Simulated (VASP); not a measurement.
# Hg (Im-3m) in VASP: single point with PBE

Aim: the single point of Hg with PBE.

Program: VASP 6.6.1. These are calculated values, not measurements. Logs are shortened: lines on timing, memory, paths and dates and some standing lists are left out, and cuts for length are marked.

### 1 The cell of the first run

Symmetry: Im-3m, No. 229, cubic system. Conventional cell: a = 3.858 Å, b = 3.858 Å, c = 3.858 Å, α = 90.00°, β = 90.00°, γ = 90.00°. Within 4.4 Å of Hg (site symmetry m-3m) lie 14 Hg at 3.34 to 3.86 Å.

### 2 Single point, PBE, non-collinear spin, zero start, spin-orbit coupling

INCAR reads:

```
PREC = Accurate
ENCUT = 520
EDIFF = 1E-7
ISMEAR = 0
SIGMA = 0.05
LREAL = F
LASPH = T
NELM = 150
ALGO = Normal
ISIF = 2
LWAVE = F
LCHARG = F
MAGMOM = 0 0 0
LORBIT = 11
LSORBIT = T
GGA_COMPAT = F
LORBMOM = T
GGA = PE
NBANDS = 23
```

KPOINTS reads:

```
Automatic mesh
0
Gamma
  16 16 16
```

POSCAR reads:

```
Hg
1.0
   -1.9287681918      1.9287681918      1.9287681918
    1.9287681918     -1.9287681918      1.9287681918
    1.9287681918      1.9287681918     -1.9287681918
Hg
1
Direct
    0.0000000000      0.0000000000      0.0000000000
```

Potentials or basis: VASP PAW PBE potentials, release 64 (Hg).

On the command line:

```console
cat potpaw_PBE.64/Hg/POTCAR > POTCAR
mpirun -np 1 vasp_ncl > vasp.out
```

OUTCAR:

```text
PREC = Accurate
   ENCUT = 520
   EDIFF = 1E-7
   ISMEAR = 0
   LREAL = F
   LASPH = T
   NELM = 150
   ISIF = 2
   LORBIT = 11
   LSORBIT = T
   GGA = PE

 ion  position               nearest neighbor table
   1  0.000  0.000  0.000-

  LATTYP: Found a body centered cubic cell.
 ALAT       =     3.8575363836

  Lattice vectors:

 A1 = (  -1.9287681918,   1.9287681918,   1.9287681918)
 A2 = (   1.9287681918,  -1.9287681918,   1.9287681918)
 A3 = (   1.9287681918,   1.9287681918,  -1.9287681918)

Analysis of symmetry for initial positions (statically):
=====================================================================
 Subroutine PRICEL returns:
 Original cell was already a primitive cell.

 Routine SETGRP: Setting up the symmetry group for a
 body centered cubic supercell.

 Subroutine GETGRP returns: Found 48 space group operations
 (whereof 48 operations were pure point group operations)
 out of a pool of 48 trial point group operations.

The static configuration has the point symmetry O_h .

Analysis of symmetry for dynamics (positions and initial velocities):
=====================================================================
 Subroutine PRICEL returns:
 Original cell was already a primitive cell.

 Routine SETGRP: Setting up the symmetry group for a
 body centered cubic supercell.

 Subroutine GETGRP returns: Found 48 space group operations
 (whereof 48 operations were pure point group operations)
 out of a pool of 48 trial point group operations.

The dynamic configuration has the point symmetry O_h .

Analysis of structural, dynamic, and magnetic symmetry:
=====================================================================
 Subroutine PRICEL returns:
 Original cell was already a primitive cell.

 Routine SETGRP: Setting up the symmetry group for a
 body centered cubic supercell.

 Subroutine GETGRP returns: Found 48 space group operations
 (whereof 48 operations were pure point group operations)
 out of a pool of 48 trial point group operations.

The overall configuration has the point symmetry O_h .

 Subroutine INISYM returns: Found 48 space group operations
 (whereof 48 operations are pure point group operations),
 and found     1 'primitive' translations

----------------------------------------------------------------------------------------

                                     Primitive cell

  volume of cell :      28.7012

  direct lattice vectors                    reciprocal lattice vectors
    -1.928768192  1.928768192  1.928768192     0.000000000  0.259232811  0.259232811
     1.928768192 -1.928768192  1.928768192     0.259232811  0.000000000  0.259232811
     1.928768192  1.928768192 -1.928768192     0.259232811  0.259232811  0.000000000

  length of vectors
     3.340724504  3.340724504  3.340724504     0.366610557  0.366610557  0.366610557

  position of ions in fractional coordinates (direct lattice)
     0.000000000  0.000000000  0.000000000

  ion indices of the primitive-cell ions
   primitive index   ion index
                 1           1

----------------------------------------------------------------------------------------

 KPOINTS: Automatic mesh

Automatic generation of k-mesh.
 Grid dimensions read from file:
 generate k-points for:   16   16   16

 Generating k-lattice:

  Cartesian coordinates                     Fractional coordinates (reciprocal lattice)
     0.000000000  0.016202051  0.016202051     0.062500000  0.000000000  0.000000000
     0.016202051  0.000000000  0.016202051     0.000000000  0.062500000  0.000000000
     0.016202051  0.016202051  0.000000000     0.000000000  0.000000000  0.062500000

  Length of vectors
     0.022913160  0.022913160  0.022913160

  Shift w.r.t. Gamma in fractional coordinates (k-lattice)
     0.000000000  0.000000000  0.000000000

[... 42 lines left out ...]
   ISTART =      0    job   : 0-new  1-cont  2-samecut
   ICHARG =      2    charge: 1-file 2-atom 10-const
   ISPIN  =      1    spin polarized calculation?
   LNONCOLLINEAR =      T non collinear calculations
   LSORBIT =      T    spin-orbit coupling
   LASPH  =      T    aspherical Exc in radial PAW
   ENCUT  =  520.0 eV  38.22 Ry    6.18 a.u.   6.21  6.21  6.21*2*pi/ulx,y,z
   NELM   =    150;   NELMIN=  2; NELMDL= -5     # of ELM steps
   EDIFF  = 0.1E-06   stopping-criterion for ELM
   LREAL  =      F    real-space projection
   EDIFFG = 0.1E-05   stopping-criterion for IOM
   NSW    =      0    number of steps for IOM
   IBRION =     -1    ionic relax: 0-MD 1-quasi-New 2-CG
   NFREE  =      0    steps in history (QN), initial steepest desc. (CG)
   ISIF   =      2    stress and relaxation
   ISYM   =      2    0-nonsym 1-usesym 2-fastsym
   POTIM  = 0.5000    time-step for ionic-motion
   TEBEG  =    0.0;   TEEND  =   0.0 temperature during run
   PSTRESS=    0.0 pullay stress
   NELECT =      12.0000    total number of electrons
   NUPDOWN=      -1.0000    fix difference up-down
   EMIN   =  10.00;   EMAX   =-10.00  energy-range for DOS
   EFERMI =   0.00;   METHOD = LEGACY
   ISMEAR =     0;   SIGMA  =   0.05  broadening in eV -4-tet -1-fermi 0-gaus
   EFERMI_NEDOS =   21; number of points for ismear=-14 and -15
   IALGO  =     38    algorithm
   IMIX   =      4    mixing-type and parameters
     AMIX     =   0.40;   BMIX     =  1.00
     AMIX_MAG =   1.60;   BMIX_MAG =  1.00
  volume/ion in A,a.u.               =      28.70       193.69
  Fermi-wavevector in a.u.,A,eV,Ry     =   1.224152  2.313311 20.388973  1.498547
  Thomas-Fermi vector in A             =   2.359237
   LORBIT       =     11    0 simple, 1 ext, 2 COOP (PROOUT), +10 PAW based schemes
   GGA     = PE    functional components
   LHFCALC =     F    Hartree Fock is set to
   AEXX    =    0.0000 exact exchange contribution
   IVDW    =     0    specifies the selected vdW correction
   LEPSILON=     F    determine dielectric tensor
   LRPA    =     F    only Hartree local field effects (RPA)
 Gauss-broadening in eV      SIGMA  =   0.05
  energy-cutoff  :      520.00
  volume of cell :       28.70
 maximum number of plane-waves:      1568
 NGX is ok and might be reduce to    28
   NGX = 13   NGY = 13   NGZ = 13

 number of electron      12.0000000 magnetization       0.0000000      0.0000000      0.0000000

 number of electron      12.0000000 magnetization      -0.0000000     -0.0000000     -0.0000000

 number of electron      12.0000000 magnetization      -0.0000000     -0.0000000      0.0000000

 number of electron      12.0000000 magnetization       0.0000000      0.0000000     -0.0000000

 Free energy of the ion-electron system (eV)
  ---------------------------------------------------
  ext. energy  EPLUGINS =         0.00000000
  ---------------------------------------------------
  free energy    TOTEN  =        -0.40841251 eV

  energy without entropy =       -0.40764081  energy(sigma->0) =       -0.40802666

 E-fermi :   1.2195     XC(G=0):  -9.8097

 val. band max:        1.1885170958   @ k =   0.4375   0.0625   0.0000
 cond. band min:       1.2230436267   @ k =  -0.4375   0.4375   0.3750
 fundamental gap:      0.0345265309
 Fermi energy:         1.2194626790

 k-point     1 :       0.0000    0.0000    0.0000
  band No.  band energies     occupation
      1      -6.2338      1.00000
      2      -6.2338      1.00000
      3      -6.1307      1.00000
      4      -6.1307      1.00000
      5      -6.1307      1.00000
      6      -6.1307      1.00000
[... 613 lines left out ...]
     22      16.9732      0.00000
     23      19.2432      0.00000

 [... further k-points ...]
[... 5 lines left out ...]
  --------------------------------------------------------------------------------------
  -------------------------------------------------------------------------------------
  Total       -0.0587472     -0.0587472     -0.0587472      0.0000000      0.0000000      0.0000000
  in kB       -3.2794256     -3.2794256     -3.2794256      0.0000000      0.0000000      0.0000000
  external PRESSURE =      -3.2794256 kB  Pullay stress =       0.0000000 kB

 VOLUME and BASIS-vectors are now :
 -----------------------------------------------------------------------------
  energy-cutoff  :      520.00
  volume of cell :       28.70
      direct lattice vectors                 reciprocal lattice vectors
    -1.928768192  1.928768192  1.928768192     0.000000000  0.259232811  0.259232811
     1.928768192 -1.928768192  1.928768192     0.259232811  0.000000000  0.259232811
     1.928768192  1.928768192 -1.928768192     0.259232811  0.259232811  0.000000000

 POSITION                                       TOTAL-FORCE (eV/Angst)
 -----------------------------------------------------------------------------------
      0.00000      0.00000      0.00000         0.000000     -0.000000      0.000000
 -----------------------------------------------------------------------------------
    total drift:                               -0.000000     -0.000000     -0.000000

  FREE ENERGIE OF THE ION-ELECTRON SYSTEM (eV)
  ---------------------------------------------------
  free  energy   TOTEN  =        -0.4084125148 eV

  energy  without entropy=       -0.4076408058  energy(sigma->0) =       -0.40802666

 orbital moment (x)

 # of ion     p       d       tot
 ----------------------------------------
  1        -0.000  -0.000  -0.000
 ----------------------------------------
           -0.000  -0.000  -0.000

 orbital moment (y)

 # of ion     p       d       tot
 ----------------------------------------
  1         0.000   0.000   0.000
 ----------------------------------------
            0.000   0.000   0.000

 orbital moment (z)

 # of ion     p       d       tot
 ----------------------------------------
  1         0.000   0.000   0.000
 ----------------------------------------
            0.000   0.000   0.000

 Spin-Orbit-Coupling matrix elements

 Ion:    1  E_soc:     -0.4637151
 l=   1
     0.0000000    -0.0097531    -0.0097531
    -0.0097531     0.0000000    -0.0097531
    -0.0097531    -0.0097531     0.0000000
 l=   2
     0.0000000    -0.0138297     0.0000000    -0.0138297    -0.0537030
    -0.0138297     0.0000000    -0.0402773    -0.0138297    -0.0134258
     0.0000000    -0.0402773     0.0000000    -0.0402773     0.0000000
    -0.0138297    -0.0138297    -0.0402773     0.0000000    -0.0134258
    -0.0537030    -0.0134258     0.0000000    -0.0134258     0.0000000
 l=   3
     0.0000000     0.0000000     0.0000000     0.0000000     0.0000000     0.0000000     0.0000000
     0.0000000     0.0000000     0.0000000     0.0000000     0.0000000     0.0000000     0.0000000
     0.0000000     0.0000000     0.0000000     0.0000000     0.0000000     0.0000000     0.0000000
     0.0000000     0.0000000     0.0000000     0.0000000     0.0000000     0.0000000     0.0000000
     0.0000000     0.0000000     0.0000000     0.0000000     0.0000000     0.0000000     0.0000000
     0.0000000     0.0000000     0.0000000     0.0000000     0.0000000     0.0000000     0.0000000
     0.0000000     0.0000000     0.0000000     0.0000000     0.0000000     0.0000000     0.0000000

 total charge

# of ion       s       p       d       tot
------------------------------------------
    1        0.944   0.133   9.341  10.418

 magnetization (x)

# of ion       s       p       d       tot
------------------------------------------
    1        0.000   0.000   0.000   0.000

 magnetization (y)

# of ion       s       p       d       tot
------------------------------------------
    1       -0.000   0.000  -0.000   0.000

 magnetization (z)

# of ion       s       p       d       tot
------------------------------------------
    1        0.000   0.000   0.000   0.000
```

It took 3.6 min on 1 thread of Intel Xeon Platinum 8259CL at 2.50GHz (Skylake/Cascade Lake), shared host; peak memory 0.33 GiB.

Results:

* Free energy: -0.4084 eV
* Pressure: -0.3 GPa
* Net moment: 0.00 μB per cell
* Valence electrons inside the program's atomic spheres: Hg 10.42

Moments on the atoms (μB; x, y, z):
```
Hg  0.00 0.00 0.00
```
